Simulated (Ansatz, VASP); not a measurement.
# BaTiO3: VASP beside Ansatz

File INCAR:

```
SYSTEM = BaTiO3
PREC = Accurate
ENCUT = 520
EDIFF = 1E-7
ISMEAR = 0
SIGMA = 0.01
LREAL = .False.
LASPH = .True.
NELM = 100
ALGO = Normal
ISIF = 2
LWAVE = .False.
LCHARG = .False.
GGA = PE
NBANDS = 28
```

KPOINTS

```
regular mesh
0
Gamma
  4 4 4
  0 0 0
```

File POSCAR:

```
BaTiO3
1.0
    3.9998000000      0.0000000000      0.0000000000
    0.0000000000      3.9998000000      0.0000000000
    0.0000000000      0.0000000000      4.0180000000
Ba Ti O
1 1 3
Direct
    0.0000000000      0.0000000000      0.0000000000
    0.5000000000      0.5000000000      0.4900000000
    0.5000000000      0.5000000000      0.0190000000
    0.5000000000      0.0000000000      0.5170000000
    0.0000000000      0.5000000000      0.5170000000
```

Input for Ansatz:

```yaml
crystal:
  lattice:
    - [3.9998, 0.0, 0.0]
    - [0.0, 3.9998, 0.0]
    - [0.0, 0.0, 4.018]
  atoms:
    - { symbol: Ba, position: [0.0, 0.0, 0.0] }
    - { symbol: Ti, position: [0.5, 0.5, 0.49] }
    - { symbol: O, position: [0.5, 0.5, 0.019] }
    - { symbol: O, position: [0.5, 0.0, 0.517] }
    - { symbol: O, position: [0.0, 0.5, 0.517] }
basis:
  ecutwfc: 510.0
kpoints:
  mp_grid:
    grid: [4, 4, 4]
hamiltonian:
  xc: pbe
  hubbard:
    - { species: Ti, l: d, u_eff: 0.0 }
scf:
  convergence:
    dr2_threshold: 1.0e-10
  occupations:
    method: fixed
output:
  eigenvalues: true
```

Alike in both runs: task single point; functional PBE; k mesh 4 × 4 × 4; no spin polarisation.

```csv
,VASP,Ansatz
version,VASP 6.6.1,Ansatz 0.2.0
potentials or method,"VASP PAW PBE potentials, release 64 (Ba_sv, Ti_sv, O), cutoff 520 eV","plane waves, PAW"
occupations,"gaussian, width 0.01 eV",fixed
valence electrons in the cell,40,40
```

Ansatz gave:

- gap on the k mesh at the Fermi level (eV): 1.83

Task: Estimate VASP's values.

Result: gap on the k mesh at the Fermi level (eV): 1.76.

Neither program's run includes spin-orbit coupling.
